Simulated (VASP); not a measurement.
Write the native input for VASP 6.6.1 that does the following.

```
Task                   : single point
Functional             : PBE
Potentials or basis    : VASP PAW PBE potentials, release 64 (Ba_sv)
Cutoff                 : 520 eV
k mesh                 : 14 × 14 × 14
Occupations            : gaussian, width 0.15 eV
Spin                   : no spin polarisation
Dipole correction      : no
Further INCAR settings : ALGO = Fast; EDIFF = 1e-06; NBANDS = 11
```

The structure of Ba lies in POSCAR:

```
Ba
1.0
    0.0000000000      3.2165016778      3.2165016778
    3.2326650028     -0.0161633250      3.2326650028
    3.2326650028      3.2326650028     -0.0161633250
Ba
1
Direct
    0.0000000000      0.0000000000      0.0000000000
```

This isn't the form of Ba at room conditions, which is bcc.

This cell differs from its parent crystal: strain -0.0100 x Voigt [0, 0, 0, 1, 0, 0].

These files were run (other wordings do the same):

INCAR

```
SYSTEM = Ba
  PREC = Accurate
  ENCUT = 520
  EDIFF = 1E-6
  ISMEAR = 0
  SIGMA = 0.15
  LREAL = .FALSE.
  LASPH = .TRUE.
  NELM = 80
  ALGO = Fast
  ISIF = 2
  LWAVE = .FALSE.
  LCHARG = .FALSE.
  GGA = PE
  NBANDS = 11
```

KPOINTS

```
Automatic mesh
0
G
  14 14 14
  0 0 0
```

Potentials or basis: VASP PAW PBE potentials, release 64 (Ba_sv).

The run is started by

```console
$ cat potpaw_PBE.64/Ba_sv/POTCAR > POTCAR
$ mpirun -np 1 vasp_std > vasp.out
```

Results of the run:

```json
{
  "Pressure": "-0.4 GPa",
  "Band gap on the k mesh": "zero (bands 5 and 6 overlap by 0.19 eV)"
}
```

Caveat: the cell differs from its parent crystal (strain -0.0100 x Voigt [0, 0, 0, 1, 0, 0]); spin-orbit coupling is left out, which moves the levels of the heavy elements.

It took 97 s on 1 thread of Intel(R) Xeon(R) 6975P-C (Granite Rapids), with other jobs on the host, peak memory 0.45 GiB.
